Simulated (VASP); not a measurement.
# Al13Si3C3N13 (P1) in VASP: single point with PBEsol

Aim: the single point of Al13Si3C3N13 with PBEsol.

Program: VASP 6.6.1. These are calculated values, not measurements. Logs are shortened: lines on timing, memory, paths and dates and some standing lists are left out, and cuts for length are marked.

**1. The cell of the first run**

The typed cell holds 96 atoms: a = 9.429 Å, b = 10.850 Å, c = 9.946 Å, α = 90.00°, β = 90.00°, γ = 90.00°.

**2. Single point, PBEsol**

File INCAR:

```
ALGO = Normal
EDIFF = 1E-6
ENCUT = 520
GGA = PS
ISIF = 2
ISMEAR = -1
ISYM = 0
LASPH = True
LCHARG = False
LREAL = Auto
LWAVE = False
NBANDS = 246
NELM = 60
PREC = Accurate
SIGMA = 0.05
```

File KPOINTS:

```
Automatic mesh
0
Gamma
  1 1 1
  0.25 0.25 0.25
```

File POSCAR:

```
Al13Si3C3N13
1.0
    9.4288977544      0.0000000000      0.0000000000
    0.0000000000     10.8501716162      0.0000000000
    0.0000000000      0.0000000000      9.9456764015
Al Si C N
39 9 9 39
Direct
    0.1661520000      0.0836010000      0.2546200000
    0.1692810000      0.0861590000      0.7451250000
    0.9996180000      0.3287370000      0.2519470000
    0.9997310000      0.3352840000      0.7380710000
    0.4996200000      0.0833110000      0.2546920000
    0.4997100000      0.0901340000      0.7465880000
    0.3322490000      0.3288700000      0.2518410000
    0.3315660000      0.3382090000      0.7419490000
    0.1634270000      0.5841710000      0.2492580000
    0.1652890000      0.5790170000      0.7484720000
    0.9997330000      0.8348730000      0.2488310000
    0.9997260000      0.8309050000      0.7499740000
    0.8332280000      0.0835760000      0.2546830000
    0.8301190000      0.0861640000      0.7451200000
    0.6669380000      0.3288440000      0.2519700000
    0.6678920000      0.3381480000      0.7419580000
    0.4997290000      0.5803570000      0.2414040000
    0.3335300000      0.8347020000      0.2434950000
    0.8359420000      0.5841620000      0.2492650000
    0.8341880000      0.5790410000      0.7485010000
    0.6659430000      0.8347260000      0.2435100000
    0.9997150000      0.1625770000      0.4937050000
    0.9998700000      0.1719550000      0.0046900000
    0.3338090000      0.1651960000      0.4924130000
    0.3310860000      0.1649990000      0.0072100000
    0.1669620000      0.4170190000      0.4831420000
    0.1676860000      0.4055740000      0.0137040000
    0.9997360000      0.6681500000      0.5005470000
    0.9997810000      0.6654790000      0.0045890000
    0.6655680000      0.1651580000      0.4923580000
    0.6685190000      0.1648940000      0.0073880000
    0.4996930000      0.4206470000      0.4907790000
    0.3346890000      0.6678490000      0.4940910000
    0.1693170000      0.9144470000      0.4982540000
    0.8324390000      0.4170320000      0.4831520000
    0.8320310000      0.4054150000      0.0138360000
    0.6647860000      0.6678600000      0.4941230000
    0.4997310000      0.9138640000      0.4959180000
    0.8301860000      0.9144370000      0.4982920000
    0.4997370000      0.5901600000      0.7506760000
    0.3357470000      0.8309550000      0.7509570000
    0.6637140000      0.8309780000      0.7509940000
    0.4998990000      0.3794370000      0.0154800000
    0.3329070000      0.6689570000      0.0006640000
    0.1606630000      0.9241260000      0.0032410000
    0.6666680000      0.6689680000      0.0006820000
    0.4998100000      0.9223450000      0.0014450000
    0.8389890000      0.9241920000      0.0032600000
    0.9996780000      0.1554330000      0.1954810000
    0.3332910000      0.1561890000      0.1979480000
    0.1670130000      0.4198190000      0.2063860000
    0.6660550000      0.1561500000      0.1981750000
    0.4996510000      0.4165350000      0.1885810000
    0.8321470000      0.4197870000      0.2065000000
    0.9998740000      0.3375140000      0.9303110000
    0.3394690000      0.3339700000      0.9347380000
    0.6602660000      0.3337240000      0.9348000000
    0.9997000000      0.1565410000      0.6869910000
    0.3344310000      0.1651590000      0.6866110000
    0.1687840000      0.4224650000      0.6783100000
    0.9997040000      0.6739220000      0.1911290000
    0.9997500000      0.6679140000      0.6950150000
    0.6649400000      0.1651110000      0.6865530000
    0.4997060000      0.4422200000      0.6872220000
    0.3358340000      0.6732630000      0.1749210000
    0.3437470000      0.6749610000      0.6953170000
    0.1672020000      0.9073350000      0.1764150000
    0.1809400000      0.9041040000      0.6948880000
    0.8306910000      0.4224670000      0.6783750000
    0.6636450000      0.6732800000      0.1749240000
    0.6557510000      0.6749850000      0.6953440000
    0.4997360000      0.9071260000      0.1737280000
    0.4997340000      0.9024310000      0.6984720000
    0.8323090000      0.9073490000      0.1764310000
    0.8185440000      0.9041360000      0.6949600000
    0.1676720000      0.0758250000      0.4496950000
    0.1684240000      0.0681830000      0.9350220000
    0.9996910000      0.3292660000      0.4520130000
    0.4996400000      0.0750280000      0.4504350000
    0.4997700000      0.0660880000      0.9348530000
    0.3374630000      0.3327130000      0.4507630000
    0.1677850000      0.5937750000      0.4438300000
    0.1785930000      0.6055210000      0.9374670000
    0.9997430000      0.8360390000      0.4423850000
    0.9997330000      0.8446650000      0.9445250000
    0.8317420000      0.0758000000      0.4497410000
    0.8312040000      0.0682690000      0.9350440000
    0.6618940000      0.3327070000      0.4508770000
    0.4997360000      0.5908610000      0.4345830000
    0.4997720000      0.6214860000      0.9279310000
    0.3347070000      0.8330510000      0.4345790000
    0.3330880000      0.8367840000      0.9379420000
    0.8316760000      0.5937880000      0.4438220000
    0.8209810000      0.6056570000      0.9374820000
    0.6647690000      0.8330650000      0.4345920000
    0.6663220000      0.8368640000      0.9379340000
```

Potentials or basis: VASP PAW PBE potentials, release 64 (Al, Si, C, N).

Started as:

```
$ cat potpaw_PBE.64/Al/POTCAR potpaw_PBE.64/Si/POTCAR potpaw_PBE.64/C/POTCAR potpaw_PBE.64/N/POTCAR > POTCAR
$ mpirun -np 1 vasp_std > vasp.out
```

OUTCAR:

```text
EDIFF = 1E-6
   ENCUT = 520
   GGA = PS
   ISIF = 2
   ISMEAR = -1
   ISYM = 0
   LASPH = True
   LREAL = Auto
   NELM = 60
   PREC = Accurate

 ion  position               nearest neighbor table
   1  0.166  0.084  0.255-  49 1.85  50 1.85  76 1.94  67 2.06  22 2.98  24 2.98  34 3.04  45 3.04
                            25 3.04   7 3.09   3 3.09  23 3.09  11 3.12  18 3.13  13 3.14   5 3.14
   2  0.169  0.086  0.745-  58 1.86  59 1.87  77 1.90  68 2.04  24 3.08  22 3.08  34 3.08  45 3.11
                             6 3.12   8 3.13  25 3.14   4 3.14  23 3.18  41 3.18  14 3.20  12 3.20
   3  1.000  0.329  0.252-  51 1.92  54 1.92  49 1.96  78 1.99  35 2.95  26 2.95  36 2.97  27 2.97
                            23 2.99  22 3.01  13 3.09   1 3.09   7 3.14  15 3.14  19 3.17   9 3.17
   4  1.000  0.335  0.738-  55 1.91  69 1.95  60 1.95  58 2.00  22 3.07  10 3.07  20 3.07  26 3.11
                            35 3.11   8 3.13  16 3.13   2 3.14  14 3.14  23 3.19  36 3.26  27 3.26
   5  0.500  0.083  0.255-  52 1.84  50 1.84  79 1.95  72 2.07  24 2.97  30 2.97  38 3.02  25 3.06
                            31 3.06  47 3.06  15 3.10   7 3.10  18 3.12  21 3.12   1 3.14  13 3.15
   6  0.500  0.090  0.747-  63 1.86  59 1.86  80 1.89  73 2.09  24 3.08  30 3.08  14 3.12   2 3.12
                            47 3.12  16 3.12   8 3.12  38 3.14  25 3.15  31 3.15  42 3.21  41 3.21
   7  0.332  0.329  0.252-  51 1.90  53 1.95  50 1.95  81 1.98  43 2.89  26 2.94  27 2.95  24 2.98
                            25 3.01  32 3.02   1 3.09   5 3.10   3 3.14  17 3.15  15 3.16   9 3.19
   8  0.332  0.338  0.742-  60 1.90  56 1.92  59 1.96  64 2.02  10 3.05  32 3.09  24 3.11   6 3.12
                            26 3.12   4 3.13   2 3.13  40 3.16  16 3.17  43 3.18  27 3.20  25 3.24
   9  0.163  0.584  0.249-  51 1.83  61 1.91  82 1.94  65 2.03  26 2.95  29 3.01  27 3.04  33 3.06
[... 57 lines left out ...]
  38  0.500  0.914  0.496-  79 1.81  95 1.89  91 1.89  73 2.02   5 3.02  21 3.08  18 3.08  37 3.09
                            33 3.09  41 3.10  42 3.10  34 3.12  39 3.12   6 3.14  30 3.14  24 3.14
  39  0.830  0.914  0.498-  86 1.82  84 1.89  95 1.90  75 1.96  13 3.04  11 3.08  14 3.08  21 3.09
                            37 3.10  42 3.10  12 3.11  28 3.11  38 3.12  22 3.13  30 3.13  34 3.20
  40  0.500  0.590  0.751-  64 1.72  90 1.80  66 1.82  71 1.82  41 3.04  42 3.04  44 3.06  46 3.06
                            37 3.11  33 3.11  10 3.16  20 3.16   8 3.16  16 3.16  32 3.17
  41  0.336  0.831  0.751-  68 1.75  66 1.78  73 1.81  92 1.86  40 3.04  44 3.04  42 3.09  47 3.10
                            34 3.10  38 3.10  33 3.11  12 3.17  10 3.17   2 3.18   6 3.21
  42  0.664  0.831  0.751-  75 1.75  71 1.78  73 1.81  96 1.86  40 3.04  46 3.04  41 3.09  47 3.09
                            39 3.10  38 3.10  37 3.11  12 3.17  20 3.17  14 3.18   6 3.21
  43  0.500  0.379  0.015-  53 1.77  57 1.78  56 1.78  31 2.82  25 2.82  15 2.88   7 2.89  17 3.13
                            36 3.14  27 3.15  16 3.18   8 3.18
  44  0.333  0.669  0.001-  83 1.73  65 1.73  90 1.81  92 1.92  18 3.01  17 3.02  41 3.04  40 3.06
                             9 3.08  10 3.12  29 3.14  46 3.15
  45  0.161  0.924  0.003-  77 1.71  67 1.73  85 1.84  92 1.99  48 3.03  11 3.03   1 3.04  18 3.05
                            25 3.07  23 3.09  12 3.11   2 3.11  29 3.19
  46  0.667  0.669  0.001-  94 1.73  70 1.73  90 1.81  96 1.93  21 3.01  17 3.02  42 3.04  40 3.06
                            19 3.08  20 3.12  29 3.14  44 3.15
  47  0.500  0.922  0.001-  80 1.69  72 1.72  96 1.93  92 1.93  21 3.03  18 3.03   5 3.06  31 3.08
                            25 3.08  42 3.09  41 3.10   6 3.12
  48  0.839  0.924  0.003-  87 1.71  74 1.73  85 1.84  96 1.99  45 3.03  11 3.03  13 3.04  21 3.05
                            31 3.07  23 3.09  12 3.11  14 3.11  29 3.19
  49  1.000  0.155  0.195-   1 1.85  13 1.85  23 1.91   3 1.96
  50  0.333  0.156  0.198-   5 1.84   1 1.85  25 1.90   7 1.95
  51  0.167  0.420  0.206-   9 1.83   7 1.90   3 1.92  27 1.92
  52  0.666  0.156  0.198-   5 1.84  13 1.85  31 1.90  15 1.95
  53  0.500  0.417  0.189-  43 1.77  17 1.85  15 1.95   7 1.95
  54  0.832  0.420  0.206-  19 1.83  15 1.90   3 1.92  36 1.92
[... 33 lines left out ...]
  88  0.662  0.333  0.451-  32 1.85  30 1.86  35 1.88  15 1.98
  89  0.500  0.591  0.435-  33 1.86  37 1.86  17 1.92  32 1.93
  90  0.500  0.621  0.928-  40 1.80  44 1.81  46 1.81
  91  0.335  0.833  0.435-  38 1.89  33 1.89  18 1.90  34 1.90
  92  0.333  0.837  0.938-  41 1.86  44 1.92  47 1.93  45 1.99
  93  0.832  0.594  0.444-  37 1.84  28 1.87  19 1.94  35 1.96
[... 269 lines left out ...]
   LREAL  =      T    real-space projection
   EDIFFG = 0.1E-04   stopping-criterion for IOM
   NSW    =      0    number of steps for IOM
   IBRION =     -1    ionic relax: 0-MD 1-quasi-New 2-CG
   NFREE  =      0    steps in history (QN), initial steepest desc. (CG)
   ISIF   =      2    stress and relaxation
   ISYM   =      0    0-nonsym 1-usesym 2-fastsym
   POTIM  = 0.5000    time-step for ionic-motion
   TEBEG  =    0.0;   TEEND  =   0.0 temperature during run
   PSTRESS=    0.0 pullay stress
   NELECT =     384.0000    total number of electrons
   NUPDOWN=      -1.0000    fix difference up-down
   EMIN   =  10.00;   EMAX   =-10.00  energy-range for DOS
   EFERMI =   0.00;   METHOD = LEGACY
   ISMEAR =    -1;   SIGMA  =   0.05  broadening in eV -4-tet -1-fermi 0-gaus
   EFERMI_NEDOS =   21; number of points for ismear=-14 and -15
   IALGO  =     38    algorithm
   IMIX   =      4    mixing-type and parameters
     AMIX     =   0.40;   BMIX     =  1.00
     AMIX_MAG =   1.60;   BMIX_MAG =  1.00
  volume/ion in A,a.u.               =      10.60        71.52
  Fermi-wavevector in a.u.,A,eV,Ry     =   1.183063  2.235665 19.043239  1.399639
  Thomas-Fermi vector in A             =   2.319305
   LORBIT       =      0    0 simple, 1 ext, 2 COOP (PROOUT), +10 PAW based schemes
   GGA     = PS    functional components
   LHFCALC =     F    Hartree Fock is set to
   AEXX    =    0.0000 exact exchange contribution
   IVDW    =     0    specifies the selected vdW correction
   LEPSILON=     F    determine dielectric tensor
   LRPA    =     F    only Hartree local field effects (RPA)
 non-spin polarized calculation
  energy-cutoff  :      520.00
  volume of cell :     1017.49
 maximum number of plane-waves:     27410
 NGX is ok and might be reduce to    70
   NGX = 35   NGY = 41   NGZ = 37

 number of electron     384.0000005 magnetization

 Free energy of the ion-electron system (eV)
  ---------------------------------------------------
  ext. energy  EPLUGINS =         0.00000000
  ---------------------------------------------------
  free energy    TOTEN  =      -732.88466231 eV

  energy without entropy =     -732.88463155  energy(sigma->0) =     -732.88464693

 E-fermi :   9.1762     XC(G=0): -11.1149

 val. band max:        8.6127175830   @ k =  -0.2500  -0.2500   0.2500
 cond. band min:       9.7386271968   @ k =  -0.2500   0.2500  -0.2500
 fundamental gap:      1.1259096138
 Fermi energy:         9.1762472388

 k-point     1 :       0.2500    0.2500    0.2500
  band No.  band energies     occupation
      1     -11.3402      2.00000
      2     -10.5128      2.00000
      3     -10.1486      2.00000
      4      -9.8623      2.00000
      5      -9.6231      2.00000
      6      -9.2741      2.00000
[... 817 lines left out ...]
    203      11.1805      0.00000
    204      11.2384      0.00000
 [bands above 204 left out]

------------------------ aborting loop because EDIFF is reached ----------------------------------------

  FORCE on cell =-STRESS in cart. coord.  units (eV):
  Direction    XX          YY          ZZ          XY          YZ          ZX
  --------------------------------------------------------------------------------------
  -------------------------------------------------------------------------------------
  Total        0.4121055      0.5449044      0.5443063     -0.0070569     -1.1984867      0.0065122
  in kB        0.6489140      0.8580232      0.8570814     -0.0111121     -1.8871739      0.0102543
  external PRESSURE =       0.7880062 kB  Pullay stress =       0.0000000 kB

 VOLUME and BASIS-vectors are now :
 -----------------------------------------------------------------------------
  energy-cutoff  :      520.00
  volume of cell :     1017.49
      direct lattice vectors                 reciprocal lattice vectors
     9.428897754  0.000000000  0.000000000     0.106056935  0.000000000  0.000000000
     0.000000000 10.850171616  0.000000000     0.000000000  0.092164441  0.000000000
     0.000000000  0.000000000  9.945676402     0.000000000  0.000000000  0.100546203

 POSITION                                       TOTAL-FORCE (eV/Angst)
 -----------------------------------------------------------------------------------
      1.56663      0.90709      2.53237         0.005414     -0.023513      0.022325
      1.59613      0.93484      7.41077         0.001271     -0.003331     -0.004570
      9.42530      3.56685      2.50578         0.004534     -0.007373      0.015582
      9.42636      3.63789      7.34062         0.001626     -0.004633     -0.027238
      4.71087      0.90394      2.53308         0.000792     -0.024951      0.014179
      4.71171      0.97797      7.42532        -0.001951     -0.006049      0.001647
[... 88 lines left out ...]
      6.26804      9.03890      4.32231         0.001720      0.001825      0.000128
      6.28268      9.08012      9.32839         0.007840     -0.007304     -0.000406
 -----------------------------------------------------------------------------------
    total drift:                               -0.002400     -0.017044      0.017968

  FREE ENERGIE OF THE ION-ELECTRON SYSTEM (eV)
  ---------------------------------------------------
  free  energy   TOTEN  =      -732.8846623117 eV

  energy  without entropy=     -732.8846315470  energy(sigma->0) =     -732.88464693
```

Run time: 67 min. Hardware: 1 thread of AMD EPYC 7R43 (Zen 3), shared host; peak memory 1.3 GiB.

Results:

```yaml
Free_energy: -732.8847 eV
Pressure: 0.1 GPa
Largest_force: 0.057 eV/Å
Band_gap_on_the_k_mesh: 1.13 eV, direct
```

Forces on the atoms (eV/Å):
```
Al   0.005 -0.024  0.022
Al   0.001 -0.003 -0.005
Al   0.005 -0.007  0.016
Al   0.002 -0.005 -0.027
Al   0.001 -0.025  0.014
Al  -0.002 -0.006  0.002
Al   0.006 -0.002  0.016
Al   0.005 -0.006 -0.024
Al   0.005  0.032  0.007
Al   0.001  0.009  0.002
Al   0.002  0.020  0.013
Al   0.000  0.014  0.004
Al   0.003 -0.025  0.023
Al  -0.001 -0.001 -0.003
Al   0.001 -0.003  0.016
Al  -0.003 -0.003 -0.022
Al  -0.001  0.022  0.010
Al   0.002  0.005  0.012
Al   0.003  0.034  0.007
Al   0.001  0.008  0.002
Al   0.005  0.006  0.010
Al  -0.004 -0.003  0.001
Al  -0.003 -0.020 -0.018
Al  -0.004  0.002  0.006
Al   0.000 -0.012 -0.024
Al   0.000  0.006 -0.006
Al   0.001  0.004  0.004
Al   0.001 -0.002  0.003
Al  -0.002 -0.008 -0.014
Al   0.002  0.001  0.006
Al   0.000 -0.013 -0.024
Al  -0.004  0.010  0.006
Al  -0.003 -0.002  0.005
Al   0.003 -0.013  0.009
Al  -0.004  0.005 -0.003
Al  -0.011  0.002 -0.003
Al  -0.002 -0.002  0.005
Al  -0.001 -0.014  0.006
Al  -0.006 -0.013  0.010
Si   0.001  0.002  0.005
Si   0.003 -0.002  0.005
Si  -0.001 -0.002  0.003
Si  -0.009  0.000  0.010
Si   0.007 -0.008 -0.006
Si  -0.007 -0.024 -0.002
Si  -0.020  0.000 -0.009
Si  -0.007 -0.019 -0.001
Si  -0.005 -0.021 -0.001
C   -0.001  0.005  0.001
C    0.007  0.005  0.011
C    0.000 -0.016  0.000
C   -0.006  0.005  0.001
C    0.003 -0.004  0.009
C    0.010 -0.016 -0.006
C   -0.004  0.010  0.003
C   -0.020 -0.004  0.003
C    0.020  0.016 -0.001
N    0.002  0.008 -0.006
N    0.001  0.007 -0.009
N   -0.004 -0.013 -0.005
N    0.000 -0.011  0.010
N   -0.002 -0.009 -0.006
N    0.005  0.009 -0.007
N    0.005 -0.043 -0.017
N    0.001 -0.005  0.037
N   -0.015 -0.013 -0.012
N   -0.004  0.002  0.038
N   -0.031  0.020 -0.002
N   -0.001 -0.012 -0.009
N   -0.003 -0.005  0.039
N    0.012 -0.016 -0.013
N    0.000  0.001  0.040
N   -0.002  0.019 -0.010
N   -0.002  0.004  0.035
N    0.027  0.016 -0.009
N    0.002  0.015 -0.012
N    0.002  0.054 -0.020
N    0.000  0.004 -0.012
N    0.004  0.016 -0.010
N    0.001  0.048 -0.021
N   -0.001  0.001 -0.010
N   -0.006 -0.008 -0.002
N   -0.029 -0.005 -0.011
N   -0.001  0.001 -0.001
N    0.010 -0.017 -0.016
N    0.002  0.018 -0.012
N   -0.007  0.041 -0.016
N    0.007  0.001 -0.014
N    0.001 -0.004  0.001
N    0.004  0.010 -0.001
N   -0.001  0.002 -0.001
N    0.003  0.001 -0.006
N    0.005 -0.008  0.002
N    0.028 -0.014 -0.017
N    0.002  0.002  0.000
N    0.008 -0.007  0.000
```

Stress tensor (GPa, compression positive):
```
 0.06  0.00  0.00
 0.00  0.09 -0.19
 0.00 -0.19  0.09
```

Caveat: the k points lie up to 0.67 Å⁻¹ apart; the PAW data sets were made with another functional, which shifts forces and pressure a little. A k mesh can miss the band edges.
